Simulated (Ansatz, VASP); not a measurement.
**Two plane-wave programs on Bi2Se3**

```xyz
5
Lattice="2.0957 1.2099 9.9762 -2.0957 1.2099 9.9762 0.0000 -2.4199 9.9762" Properties=species:S:1:pos:R:3 pbc="T T T"
Bi    0.0000    0.0000   11.9246
Bi    0.0000    0.0000   18.0041
Se    2.0957    1.2099    9.9762
Se    0.0000    0.0000    6.4561
Se    0.0000    0.0000   23.4726
```

Alike in both runs: task single point; functional LDA; k mesh 6 × 6 × 6; occupations gaussian, width 0.1 eV; no spin polarisation.

```csv
,VASP,Ansatz
version,VASP 6.6.1,Ansatz 0.2.0
potentials or method,"VASP PAW LDA potentials, release 64 (Bi_d, Se), cutoff 520 eV","scalar-relativistic, plane waves, PAW"
valence electrons in the cell,48,78
```

```tsv
	VASP	Ansatz	Ansatz less VASP
gap on the k mesh at the Fermi level (eV)	0.31	0.31	+0.003
least direct gap on the mesh (eV)	0.31	0.31	+0.003
pressure (GPa)	-3.8	-3.9	-0.12
rms of the force components (eV/Å)	0.090	0.102	+0.0112
```

LDA's correlation is that of Perdew and Zunger in VASP and of Perdew and Wang (1992) in Ansatz. Atom by atom the forces differ by 0.012 eV/Å (rms over components). VASP's potentials hold 48 valence electrons a cell and Ansatz's 78, so a difference there can come from the potentials and not from the codes.

Spin-orbit coupling is off throughout.
